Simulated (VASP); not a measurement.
Write the native input for VASP 6.6.1 that does the following.

| Quantity | Value |
| --- | --- |
| Task | single point |
| Functional | LDA |
| Potentials or basis | VASP PAW LDA potentials, release 64 (Ta_pv, Ru_pv) |
| Cutoff | 520 eV |
| k mesh | 13 × 13 × 13 |
| Occupations | fermi-dirac, width 0.03 eV |
| Spin | no spin polarisation |
| Dipole correction | no |
| Further INCAR settings | ALGO = Normal; EDIFF = 1e-06; NBANDS = 20 |

The structure of TaRu lies in POSCAR:

```
TaRu
1.0
    3.1870000000      0.0000000000      0.0000000000
    0.0000000000      3.1870000000      0.0000000000
    0.0000000000      0.0000000000      3.2507400000
Ta Ru
1 1
Direct
    0.5000000000      0.5000000000      0.5000000000
    0.0000000000      0.0000000000      0.0000000000
```

This cell differs from its parent crystal: zz strain of +2 %.

These files were run (other wordings do the same):

INCAR

```
SYSTEM = TaRu
ALGO = Normal
EDIFF = 1E-6
ENCUT = 520
ISIF = 2
ISMEAR = -1
LASPH = .TRUE.
LCHARG = .TRUE.
LELF = .TRUE.
LREAL = .FALSE.
LVHAR = .TRUE.
LWAVE = .FALSE.
NBANDS = 20
NELM = 100
PREC = Accurate
SIGMA = 0.03
```

KPOINTS

```
k-points
0
G
  13 13 13
  0 0 0
```

Potentials or basis: VASP PAW LDA potentials, release 64 (Ta_pv, Ru_pv).

Launch:

```bash
$ cat potpaw_LDA.64/Ta_pv/POTCAR potpaw_LDA.64/Ru_pv/POTCAR > POTCAR
$ mpirun -np 1 vasp_std > vasp.out
```

Results of the run:

| Item | Value |
| --- | --- |
| Pressure | -19.6 GPa |

Caveat: the cell differs from its parent crystal (zz strain of +2 %).

Run time: 100 s on 1 thread of Intel Xeon 8259CL, with other jobs on the host, peak memory 0.23 GiB.
